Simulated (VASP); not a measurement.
# PtSe2: single point with PBEsol+D3(BJ)

The system is PtSe2.

```
CELL_PARAMETERS angstrom
3.91951 0.00000 0.00000
-1.95976 3.39440 0.00000
0.00000 0.00000 5.06200
ATOMIC_POSITIONS crystal
Pt 0.00000 0.00000 0.00000
Se 0.33333 0.66667 0.25000
Se 0.66667 0.33333 0.75000
```

This cell differs from its parent crystal: strain +0.0525 x Voigt [1, 1, 0, 0, 0, 0].

```yaml
Program: VASP 6.6.1
Task: single point
Functional: PBEsol
Dispersion: D3(BJ)
Potentials_or_basis: VASP PAW PBE potentials, release 64 (Pt, Se)
Cutoff: 520 eV
k_mesh: 12 × 12 × 10
Occupations: gaussian, width 0.15 eV
Spin: no spin polarisation
```

The pressure is -12.8 GPa. The largest force is 0.623 eV/Å and the band gap on the k mesh is zero (bands 11 and 12 overlap by 0.58 eV). The dispersion energy per atom is -0.384 eV.

Forces in eV/Å, atoms in the order of the input:
```
Pt   0.000  0.000  0.000
Se   0.000  0.000 -0.623
Se   0.000  0.000  0.623
```

Stress tensor (GPa, compression positive):
```
-14.53   0.00   0.00
  0.00 -14.53   0.00
  0.00   0.00  -9.25
```

Levels at points of the mesh, in eV from the Fermi level:
```
           k point  band 7  band 8  band 9  band 10  band 11  band 12  band 13  band 14  band 15  band 16
(0.00, 0.00, 0.00)   -3.34   -2.09   -0.97    -0.97     0.53     1.23     1.23     3.32     3.62     7.13
(0.50, 0.00, 0.00)   -3.25   -3.07   -2.99    -2.95    -2.63     0.57     2.12     4.42     5.91     7.14
(0.00, 0.00, 0.50)   -3.37   -2.48   -1.63    -1.41    -1.41     2.00     2.00     4.82     5.48     6.49
(0.50, 0.00, 0.50)   -3.01   -2.94   -2.74    -2.55    -1.02     0.88     1.11     4.40     4.99     7.73
```

It took 4.1 min on 1 thread of Intel Xeon 8259CL (shared host), peak memory 0.34 GiB.

Caveat: the cell differs from its parent crystal (strain +0.0525 x Voigt [1, 1, 0, 0, 0, 0]); the stress differs along the axes, from -15 to -9 GPa; the PAW data sets were made with another functional, which shifts forces and pressure a little; spin-orbit coupling is left out, which moves the levels of the heavy elements.
